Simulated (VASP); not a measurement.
Bi2Cl:

```xyz
3
Lattice="-2.0483 2.0483 5.0246 2.0483 -2.0483 5.0246 2.0483 2.0483 -5.0246" Properties=species:S:1:pos:R:3 pbc="T T T"
Bi    0.0000    0.0000    6.6828
Bi    0.0000    0.0000    3.3665
Cl    0.0000    0.0000    0.0000
```

```yaml
Program: VASP 6.6.1
Task: relaxation of cell and atoms
Functional: PBE
Potentials_or_basis: VASP PAW PBE potentials, release 64 (Bi_d, Cl)
Cutoff: 600 eV
k_mesh: 6 × 6 × 6
Occupations: gaussian, width 0.1 eV
Spin: no spin polarisation
```

At the start: pressure 1.5 GPa; volume 28.11 Å³/atom.

How do energy, volume and symmetry change on relaxing?

Over 6 steps the energy falls by 35.0 meV/atom and the volume is 29.36 Å³/atom (+4.4 %); space group I4/mmm (No. 139, to 0.1 Å) before and after.

The path:
| step | energy change (eV) | largest force (eV/Å) | pressure (GPa) | volume (Å³) |
| --- | --- | --- | --- | --- |
| 1 | 0.0000 | 0.7306 | 1.48 | 84.32 |
| 2 | -0.0625 | 0.4899 | -0.32 | 87.53 |
| 3 | -0.0754 | 0.3600 | -1.30 | 89.81 |
| 4 | -0.1025 | 0.0959 | 0.09 | 87.79 |
| 5 | -0.1032 | 0.0490 | 0.36 | 87.45 |
| 6 | -0.1049 | 0.0206 | 0.15 | 88.07 |

Final structure:
```
Bi Cl
1.0
    -2.04436    2.04436    5.26794
     2.04436   -2.04436    5.26794
     2.04436    2.04436   -5.26794
Bi Cl
2 1
Direct
  0.67585 0.67585 0.00000
  0.32415 0.32415 0.00000
  0.00000 0.00000 0.00000
```
